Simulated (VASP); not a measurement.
# Al (Fm-3m) in VASP: notebook

Runs on Al. Level: PBE. Tasks: single point.

Everything below comes from runs of VASP 6.6.1. Logs are shortened: lines on timing, memory, paths and dates and some standing lists are left out, and cuts for length are marked.

## 1. The cell of the first run

It takes space group Fm-3m (No. 225, cubic). Conventional cell: a = 3.981 Å, b = 3.981 Å, c = 3.981 Å, α = 90.00°, β = 90.00°, γ = 90.00°. Within 3.7 Å of Al (site symmetry m-3m) lie 12 Al at 2.81 Å.

## 2. Single point, PBE

Contents of INCAR:

```
SYSTEM = Al
PREC = Accurate ; ENCUT = 520
EDIFF = 1E-7 ; ISMEAR = -1
SIGMA = 0.1 ; LREAL = .FALSE.
LASPH = .TRUE. ; NELM = 60
ALGO = Normal ; ISIF = 2
LWAVE = .FALSE. ; LCHARG = .FALSE.
GGA = PE ; NBANDS = 8
```

Contents of KPOINTS:

```
Automatic mesh
0
G
  10 10 10
  0 0 0
```

Contents of POSCAR:

```
Al
1.0
    0.0000000000      1.9904796400      1.9904796400
    1.9904796400      0.0000000000      1.9904796400
    1.9904796400      1.9904796400      0.0000000000
Al
1
Direct
    0.0000000000      0.0000000000      0.0000000000
```

Potentials or basis: VASP PAW PBE potentials, release 64 (Al).

On the command line:

```bash
$ cat potpaw_PBE.64/Al/POTCAR > POTCAR
$ mpirun -np 1 vasp_std > vasp.out
```

OUTCAR:

```text
SYSTEM = Al
   PREC = Accurate
   ENCUT = 520
   EDIFF = 1E-7
   ISMEAR = -1
   LREAL = .FALSE.
   LASPH = .TRUE.
   NELM = 60
   ISIF = 2
   GGA = PE

 ion  position               nearest neighbor table
   1  0.000  0.000  0.000-

  LATTYP: Found a face centered cubic cell.
 ALAT       =     3.9809592800

  Lattice vectors:

 A1 = (   0.0000000000,   1.9904796400,   1.9904796400)
 A2 = (   1.9904796400,   0.0000000000,   1.9904796400)
 A3 = (   1.9904796400,   1.9904796400,   0.0000000000)

Analysis of symmetry for initial positions (statically):
=====================================================================
 Subroutine PRICEL returns:
 Original cell was already a primitive cell.

 Routine SETGRP: Setting up the symmetry group for a
 face centered cubic supercell.

 Subroutine GETGRP returns: Found 48 space group operations
 (whereof 48 operations were pure point group operations)
 out of a pool of 48 trial point group operations.

The static configuration has the point symmetry O_h .

Analysis of symmetry for dynamics (positions and initial velocities):
=====================================================================
 Subroutine PRICEL returns:
 Original cell was already a primitive cell.

 Routine SETGRP: Setting up the symmetry group for a
 face centered cubic supercell.

 Subroutine GETGRP returns: Found 48 space group operations
 (whereof 48 operations were pure point group operations)
 out of a pool of 48 trial point group operations.

The dynamic configuration has the point symmetry O_h .

 Subroutine INISYM returns: Found 48 space group operations
 (whereof 48 operations are pure point group operations),
 and found     1 'primitive' translations

----------------------------------------------------------------------------------------

                                     Primitive cell

  volume of cell :      15.7726

  direct lattice vectors                    reciprocal lattice vectors
     0.000000000  1.990479640  1.990479640    -0.251195737  0.251195737  0.251195737
     1.990479640  0.000000000  1.990479640     0.251195737 -0.251195737  0.251195737
     1.990479640  1.990479640  0.000000000     0.251195737  0.251195737 -0.251195737

  length of vectors
     2.814963303  2.814963303  2.814963303     0.435083779  0.435083779  0.435083779

  position of ions in fractional coordinates (direct lattice)
     0.000000000  0.000000000  0.000000000

  ion indices of the primitive-cell ions
   primitive index   ion index
                 1           1

----------------------------------------------------------------------------------------

 KPOINTS: Automatic mesh

Automatic generation of k-mesh.
 Grid dimensions read from file:
 generate k-points for:   10   10   10

 Generating k-lattice:

  Cartesian coordinates                     Fractional coordinates (reciprocal lattice)
    -0.025119574  0.025119574  0.025119574     0.100000000  0.000000000  0.000000000
     0.025119574 -0.025119574  0.025119574     0.000000000  0.100000000  0.000000000
     0.025119574  0.025119574 -0.025119574     0.000000000  0.000000000  0.100000000

  Length of vectors
     0.043508378  0.043508378  0.043508378

  Shift w.r.t. Gamma in fractional coordinates (k-lattice)
     0.000000000  0.000000000  0.000000000

 Subroutine IBZKPT returns following result:
 ===========================================

 Found     47 irreducible k-points:

 Following reciprocal coordinates:
            Coordinates               Weight
  0.000000  0.000000  0.000000      1.000000
  0.100000  0.000000  0.000000      8.000000
  0.200000  0.000000  0.000000      8.000000
  0.300000  0.000000  0.000000      8.000000
  0.400000  0.000000  0.000000      8.000000
  0.500000  0.000000  0.000000      4.000000
[... 16 lines left out ...]
  0.300000  0.300000  0.000000      6.000000
  0.400000  0.300000  0.000000     24.000000
 [... further k-points ...]
   k-points           NKPTS =     47   k-points in BZ     NKDIM =     47   number of bands    NBANDS=      8
   number of dos      NEDOS =    301   number of ions     NIONS =      1
   total plane-waves  NPLWV =  13824
   dimension x,y,z NGX =    24 NGY =   24 NGZ =   24
   dimension x,y,z NGXF=    48 NGYF=   48 NGZF=   48
   ions per type =               1
   NGX,Y,Z   is equivalent  to a cutoff of  14.17, 14.17, 14.17 a.u.
   NGXF,Y,Z  is equivalent  to a cutoff of  28.35, 28.35, 28.35 a.u.
 SYSTEM =  Al
   PREC   = accura    normal or accurate (medium, high low for compatibility)
   ISTART =      0    job   : 0-new  1-cont  2-samecut
   ICHARG =      2    charge: 1-file 2-atom 10-const
   ISPIN  =      1    spin polarized calculation?
   LNONCOLLINEAR =      F non collinear calculations
   LSORBIT =      F    spin-orbit coupling
   LASPH  =      T    aspherical Exc in radial PAW
   ENCUT  =  520.0 eV  38.22 Ry    6.18 a.u.   5.23  5.23  5.23*2*pi/ulx,y,z
   NELM   =     60;   NELMIN=  2; NELMDL= -5     # of ELM steps
   EDIFF  = 0.1E-06   stopping-criterion for ELM
   LREAL  =      F    real-space projection
   EDIFFG = 0.1E-05   stopping-criterion for IOM
   NSW    =      0    number of steps for IOM
   IBRION =     -1    ionic relax: 0-MD 1-quasi-New 2-CG
   NFREE  =      0    steps in history (QN), initial steepest desc. (CG)
   ISIF   =      2    stress and relaxation
   ISYM   =      2    0-nonsym 1-usesym 2-fastsym
   POTIM  = 0.5000    time-step for ionic-motion
   TEBEG  =    0.0;   TEEND  =   0.0 temperature during run
   PSTRESS=    0.0 pullay stress
   NELECT =       3.0000    total number of electrons
   NUPDOWN=      -1.0000    fix difference up-down
   EMIN   =  10.00;   EMAX   =-10.00  energy-range for DOS
   EFERMI =   0.00;   METHOD = LEGACY
   ISMEAR =    -1;   SIGMA  =   0.10  broadening in eV -4-tet -1-fermi 0-gaus
   EFERMI_NEDOS =   21; number of points for ismear=-14 and -15
   IALGO  =     38    algorithm
   IMIX   =      4    mixing-type and parameters
     AMIX     =   0.40;   BMIX     =  1.00
     AMIX_MAG =   1.60;   BMIX_MAG =  1.00
  volume/ion in A,a.u.               =      15.77       106.44
  Fermi-wavevector in a.u.,A,eV,Ry     =   0.941487  1.779152 12.060166  0.886397
  Thomas-Fermi vector in A             =   2.069002
   LORBIT       =      0    0 simple, 1 ext, 2 COOP (PROOUT), +10 PAW based schemes
   GGA     = PE    functional components
   LHFCALC =     F    Hartree Fock is set to
   AEXX    =    0.0000 exact exchange contribution
   IVDW    =     0    specifies the selected vdW correction
   LEPSILON=     F    determine dielectric tensor
   LRPA    =     F    only Hartree local field effects (RPA)
 non-spin polarized calculation
  energy-cutoff  :      520.00
  volume of cell :       15.77
 maximum number of plane-waves:       444
 NGX is ok and might be reduce to    24
   NGX = 11   NGY = 11   NGZ = 11

 number of electron       3.0000000 magnetization

 Free energy of the ion-electron system (eV)
  ---------------------------------------------------
  ext. energy  EPLUGINS =         0.00000000
  ---------------------------------------------------
  free energy    TOTEN  =        -3.73001151 eV

  energy without entropy =       -3.71078912  energy(sigma->0) =       -3.72040032

 E-fermi :   8.5844     XC(G=0): -10.3617

 val. band max:        8.5505396624   @ k =  -0.4000   0.4000   0.1000
 cond. band min:       8.6153323215   @ k =  -0.4000   0.4000   0.0000
 fundamental gap:      0.0647926591
 Fermi energy:         8.5843827326

 k-point     1 :       0.0000    0.0000    0.0000
  band No.  band energies     occupation
      1      -2.9721      2.00000
      2      21.3497      0.00000
      3      21.3497      0.00000
      4      21.3497      0.00000
      5      23.1891      0.00000
      6      23.1891      0.00000
      7      23.1891      0.00000
      8      25.2731      0.00000

 k-point     2 :       0.1000    0.0000    0.0000
  band No.  band energies     occupation
      1      -2.6922      2.00000
      2      18.0478      0.00000
      3      20.6880      0.00000
      4      20.6880      0.00000
      5      23.7300      0.00000
      6      24.2813      0.00000
      7      24.2813      0.00000
      8      27.0525      0.00000

 k-point     3 :       0.2000    0.0000    0.0000
  band No.  band energies     occupation
      1      -1.8559      2.00000
      2      13.9521      0.00000
      3      19.9432      0.00000
      4      19.9432      0.00000
      5      23.3984      0.00000
      6      24.6164      0.00000
      7      24.6164      0.00000
      8      26.6947      0.00000

 k-point     4 :       0.3000    0.0000    0.0000
  band No.  band energies     occupation
      1      -0.4735      2.00000
      2      10.1617      0.00000
      3      19.5934      0.00000
      4      19.5934      0.00000
      5      22.7832      0.00000
      6      22.7832      0.00000
      7      23.2040      0.00000
      8      26.8892      0.00000

 k-point     5 :       0.4000    0.0000    0.0000
  band No.  band energies     occupation
      1       1.4384      2.00000
      2       6.7894      2.00000
      3      19.6906      0.00000
      4      19.6906      0.00000
      5      21.3015      0.00000
      6      21.3015      0.00000
      7      23.4054      0.00000
      8      25.3250      0.00000
[... 177 lines left out ...]
 k-point    22 :      -0.2000    0.2000    0.0000
  band No.  band energies     occupation
      1      -0.0159      2.00000
      2      11.5977      0.00000
      3      13.2279      0.00000
      4      20.0155      0.00000
      5      22.0791      0.00000
      6      24.2410      0.00000
      7      25.4796      0.00000
      8      26.4553      0.00000

 k-point    23 :       0.3000    0.3000    0.0000
  band No.  band energies     occupation
      1       0.3482      2.00000
      2      14.5167      0.00000
      3      15.2146      0.00000
      4      15.5440      0.00000
      5      15.5440      0.00000
      6      19.3102      0.00000
      7      31.3817      0.00000
      8      32.6861      0.00000

 k-point    24 :       0.4000    0.3000    0.0000
  band No.  band energies     occupation
      1       1.7052      2.00000
      2      11.9690      0.00000
      3      12.4997      0.00000
      4      15.1530      0.00000
      5      16.4302      0.00000
      6      20.2566      0.00000
      7      30.6965      0.00000
      8      33.0748      0.00000

 [... further k-points ...]
[... 5 lines left out ...]
  --------------------------------------------------------------------------------------
  -------------------------------------------------------------------------------------
  Total        0.3640939      0.3640939      0.3640939      0.0000000     -0.0000000      0.0000000
  in kB       36.9845868     36.9845868     36.9845868      0.0000000     -0.0000000      0.0000000
  external PRESSURE =      36.9845868 kB  Pullay stress =       0.0000000 kB

 VOLUME and BASIS-vectors are now :
 -----------------------------------------------------------------------------
  energy-cutoff  :      520.00
  volume of cell :       15.77
      direct lattice vectors                 reciprocal lattice vectors
     0.000000000  1.990479640  1.990479640    -0.251195737  0.251195737  0.251195737
     1.990479640  0.000000000  1.990479640     0.251195737 -0.251195737  0.251195737
     1.990479640  1.990479640  0.000000000     0.251195737  0.251195737 -0.251195737

 POSITION                                       TOTAL-FORCE (eV/Angst)
 -----------------------------------------------------------------------------------
      0.00000      0.00000      0.00000         0.000000     -0.000000      0.000000
 -----------------------------------------------------------------------------------
    total drift:                                0.000000     -0.000000     -0.000000

  FREE ENERGIE OF THE ION-ELECTRON SYSTEM (eV)
  ---------------------------------------------------
  free  energy   TOTEN  =        -3.7300115137 eV

  energy  without entropy=       -3.7107891223  energy(sigma->0) =       -3.72040032
```

It took 2.9 s on 1 thread of Intel Xeon Platinum 8559C (Emerald Rapids), shared host; peak memory 0.13 GiB.

Results:

| Item | Value |
| --- | --- |
| Free energy | -3.7300 eV |
| Pressure | 3.7 GPa |

Levels at points of the mesh, in eV from the Fermi level:
```csv
k point,band 1,band 2,band 3,band 4
"(0.00, 0.00, 0.00)",-11.56,12.77,12.77,12.77
"(0.50, 0.00, 0.00)",-4.88,-4.55,11.57,11.57
"(0.50, 0.50, 0.00)",-3.14,-1.72,5.16,5.70
```

## 3. Single point, PBE

This run uses another cell than the first one, of 16.27 Å³/atom, 1.032 times its volume.

Contents of INCAR:

```
PREC     = Accurate       # precision mode
ENCUT    = 520            # plane-wave cutoff, eV
EDIFF    = 1E-6           # SCF threshold, eV
ISMEAR   = -1             # smearing method
SIGMA    = 0.1            # smearing width, eV
LREAL    = F              # projectors in reciprocal space
LASPH    = T              # aspherical terms in the spheres
NELM     = 100            # most SCF steps
ALGO     = Normal         # electronic algorithm
ISIF     = 2              # what is computed and relaxed
LWAVE    = F              # write WAVECAR
LCHARG   = F              # write CHGCAR
GGA      = PE             # functional
NBANDS   = 8              # bands
```

Contents of KPOINTS:

```
Automatic mesh
0
Gamma
  10 10 10
```

Contents of POSCAR:

```
Al
1.0
    0.0000000000      2.0112152952      2.0112152952
    2.0112152952      0.0000000000      2.0112152952
    2.0112152952      2.0112152952      0.0000000000
Al
1
Direct
    0.0000000000      0.0000000000      0.0000000000
```

Potentials or basis: VASP PAW PBE potentials, release 64 (Al).

On the command line:

```bash
$ cat potpaw_PBE.64/Al/POTCAR > POTCAR
$ mpirun -np 1 vasp_std > vasp.out
```

It took 2.9 s on 1 thread of Intel Xeon Platinum 8559C (Emerald Rapids), shared host; peak memory 0.13 GiB.

The run converged. Its results:

```
Free energy : -3.7373 eV
Pressure    : 1.0 GPa
```

Levels at points of the mesh, in eV from the Fermi level:
| k point | band 1 | band 2 | band 3 | band 4 | band 5 |
| --- | --- | --- | --- | --- | --- |
| (0.00, 0.00, 0.00) | -11.34 | 12.58 | 12.58 | 12.58 | 14.18 |
| (0.50, 0.00, 0.00) | -4.76 | -4.51 | 11.41 | 11.41 | 11.45 |
| (0.50, 0.50, 0.00) | -3.07 | -1.72 | 5.15 | 5.55 | 5.55 |

## 4. Single point, PBE

This run uses another cell than the first one, of 16.77 Å³/atom, 1.063 times its volume.

Contents of INCAR:

```
SYSTEM = Al
PREC     = Accurate       ! precision mode
ENCUT    = 520            ! plane-wave cutoff, eV
EDIFF    = 1E-6           ! SCF threshold, eV
ISMEAR   = -1             ! smearing method
SIGMA    = 0.1            ! smearing width, eV
LREAL    = .False.        ! projectors in reciprocal space
LASPH    = .True.         ! aspherical terms in the spheres
NELM     = 100            ! most SCF steps
ALGO     = Normal         ! electronic algorithm
ISIF     = 2              ! what is computed and relaxed
LWAVE    = .False.        ! write WAVECAR
LCHARG   = .True.         ! write CHGCAR
GGA      = PE             ! functional
LELF     = .True.         ! ELF
LVHAR    = .True.       
NBANDS   = 8              ! bands
```

Contents of KPOINTS:

```
Automatic mesh
0
Gamma
  10 10 10
  0 0 0
```

Contents of POSCAR:

```
Al
1.0
    0.0000000000      2.0315319763      2.0315319763
    2.0315319763      0.0000000000      2.0315319763
    2.0315319763      2.0315319763      0.0000000000
Al
1
Direct
    0.0000000000      0.0000000000      0.0000000000
```

On the command line:

```bash
$ cat potpaw_PBE.64/Al/POTCAR > POTCAR
$ mpirun -np 1 vasp_std > vasp.out
```

Run time: 2.9 s. Hardware: 1 thread of Intel Xeon Platinum 8559C (Emerald Rapids), shared host; peak memory 0.12 GiB.

It converged, with:

```yaml
Free_energy: -3.7370 eV
Pressure: -1.2 GPa
```

Levels at points of the mesh, in eV from the Fermi level:
| k point | band 1 | band 2 | band 3 | band 4 | band 5 | band 6 |
| --- | --- | --- | --- | --- | --- | --- |
| (0.00, 0.00, 0.00) | -11.14 | 12.41 | 12.41 | 12.41 | 13.78 | 13.78 |
| (0.50, 0.00, 0.00) | -4.65 | -4.48 | 11.12 | 11.12 | 11.27 | 11.27 |
| (0.50, 0.50, 0.00) | -3.00 | -1.72 | 5.14 | 5.40 | 5.40 | 8.80 |

## 5. The runs side by side

| cell | gap on the mesh (eV) | pressure (GPa) |
| --- | --- | --- |
| a = 2.815 Å, angles 60.0°, 1 atom | none | 3.7 |
| a = 2.844 Å, angles 60.0°, 1 atom | none | 1.0 |
| a = 2.873 Å, angles 60.0°, 1 atom | none | -1.2 |

Alike in all rows: task single point; level PBE; potentials or basis VASP PAW PBE potentials, release 64 (Al); no spin polarisation; k mesh 10 × 10 × 10; cutoff (eV) 520; smearing fermi-dirac 0.1 eV.

Absolute energies hang on the potentials; compare differences alone.
